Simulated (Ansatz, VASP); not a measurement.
## One calculation of FeAu, two programs

File POSCAR:

```
FeAu
1.0
    1.4117478522      0.8150730025      4.4694532999
   -1.4117478522      0.8150730025      4.4694532999
    0.0000000000     -1.6301460050      4.4694532999
Au Fe
1 1
Direct
    0.0000000000      0.0000000000      0.0000000000
    0.5000000000      0.5000000000      0.5000000000
```

INCAR.step1

```
  ALGO = Normal
  EDIFF = 1E-5
  EDIFFG = -0.005
  ENCUT = 660
  GGA = PE
  GGA_COMPAT = F
  IBRION = 2
  ISIF = 3
  ISMEAR = -1
  ISPIN = 2
  KPAR = 4
  LASPH = T
  LCHARG = F
  LMAXMIX = 4
  LREAL = F
  LWAVE = T
  MAGMOM = 0 3
  NELM = 200
  NELMIN = 4
  NSW = 100
  PREC = Accurate
  SIGMA = 0.05
```

The input INCAR.step2:

```
  ALGO = Normal
  EDIFF = 1E-7
  EDIFFG = -0.01
  ENCUT = 660
  GGA_COMPAT = F
  IBRION = 2
  ISIF = 3
  ISMEAR = -1
  ISPIN = 2
  ISTART = 1
  KPAR = 4
  LASPH = T
  LCHARG = F
  LMAXMIX = 4
  LMIXTAU = T
  LORBIT = 11
  LREAL = F
  LWAVE = F
  MAGMOM = 0 3
  METAGGA = R2SCAN
  NELM = 200
  NELMIN = 4
  NSW = 60
  PREC = Accurate
  SIGMA = 0.05
```

File KPOINTS:

```
k-points
0
Gamma
  11 11 11
```

input.yaml

```yaml
crystal:
  lattice:
    - [1.4117478522, 0.8150730025, 4.4694532999]
    - [-1.4117478522, 0.8150730025, 4.4694532999]
    - [0.0, -1.630146005, 4.4694532999]
  atoms:
    - { symbol: Au, position: [0.0, 0.0, 0.0] }
    - { symbol: Fe, position: [0.5, 0.5, 0.5], spin: 3.0 }
hamiltonian:
  xc: r2scan
  pseudopotentials: { kind: paw }
magnetization:
  spin_polarized: true
kpoints:
  mp_grid: { grid: [11, 11, 11] }
scf:
  occupations: { method: fermi_dirac, width: 0.05 }
output:
  forces: true
  stress: true
  eigenvalues: true
  write_density: true
  write_potential: true
  elf: true
  volumetric_format: npy
relax:
  f_tol: 0.01
  max_steps: 40
  cell: { stress_tol: 0.05 }
```

Alike in both runs: task relaxation of cell and atoms; functional r2SCAN; k mesh 11 × 11 × 11; occupations fermi-dirac, width 0.05 eV; collinear spin.

```csv
,VASP,Ansatz
version,VASP 6.6.1,Ansatz 0.2.0
potentials or method,"VASP PAW PBE potentials, release 64 (Au, Fe)",Ansatz PAW
plane-wave cutoff (eV),660,500
valence electrons in the cell,19,35
```

```csv
,VASP,Ansatz,Ansatz less VASP
"gap on the k mesh at the Fermi level, each at its own relaxed structure (eV)",none,none,-
net moment per atom (μB),1.53,1.53,+0.004
size of the moment on the site where the two differ most (μB),3.12,3.17,+0.046
relaxed volume (Å³/atom),15.14,15.13,-0.003
relaxed length of the cell vector where the two differ most in proportion (Å),4.777,4.778,+0.0018
```

VASP's potentials were made for PBE, not for r2SCAN. Site moments also hang on the region over which each program counts them. A gap of «none» marks a metal or a gap that the smearing closes. VASP's potentials hold 19 valence electrons a cell and Ansatz's 35, so a difference there can come from the potentials and not from the codes.

Neither program's run includes spin-orbit coupling. Noted on Ansatz's run: the magnetic or orbital state may not be the lowest; the plane-wave basis is chosen anew once the cell has moved, so the energies of steps on either side of that aren't comparable.
